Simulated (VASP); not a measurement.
Write the native input for VASP 6.6.1 that does the following.

```yaml
Task: relaxation of cell and atoms
Functional: PBEsol
Potentials_or_basis: VASP PAW PBE potentials, release 64 (Zn, Se)
Cutoff: 600 eV
k_mesh: 8 × 8 × 8
Occupations: gaussian, width 0.02 eV
Spin: no spin polarisation
Dipole_correction: no
Further_INCAR_settings: ALGO = Normal; EDIFF = 1e-07; IBRION = 2; EDIFFG = -0.002; NSW = 100; ISIF = 3
```

The structure of ZnSe (sol) lies in POSCAR:

```
ZnSe
1.0
    0.0000000000      2.8324425400      2.8324425400
    2.8324425400      0.0000000000      2.8324425400
    2.8324425400      2.8324425400      0.0000000000
Zn Se
1 1
Direct
    0.0000000000      0.0000000000      0.0000000000
    0.2500000000      0.2500000000      0.2500000000
```

The input as run:

INCAR

```
SYSTEM = ZnSe
PREC = Accurate
ENCUT = 600
EDIFF = 1E-7
ISMEAR = 0
SIGMA = 0.02
LREAL = .FALSE.
LASPH = .TRUE.
NELM = 80
ALGO = Normal
ISIF = 3
LWAVE = .FALSE.
LCHARG = .FALSE.
GGA = PS
IBRION = 2
NSW = 100
EDIFFG = -0.002
```

KPOINTS

```
regular mesh
0
G
  8 8 8
  0 0 0
```

Potentials or basis: VASP PAW PBE potentials, release 64 (Zn, Se).

The run is started by

```sh
$ cat potpaw_PBE.64/Zn/POTCAR potpaw_PBE.64/Se/POTCAR > POTCAR
$ mpirun -np 1 vasp_std > vasp.out
```

Results of the run:

* Relaxed volume: 22.43 Å³/atom
* Relaxed cell: a = 3.988 Å, b = 3.988 Å, c = 3.988 Å, α = 60.00°, β = 60.00°, γ = 60.00°
* Space group after relaxing (to 0.05 Å): F-43m (No. 216)
* Energy gained by relaxing: 0.8 meV/atom
* Ionic steps: 3
* Pressure after relaxing: 0.0 GPa
* Band gap on the k mesh: 1.23 eV, direct

Caveat: the PAW data sets were made with another functional, which shifts forces and pressure a little.

It took 86 s on 1 thread of Intel(R) Xeon(R) Platinum 8488C (Sapphire Rapids) (shared host), peak memory 0.2 GiB.
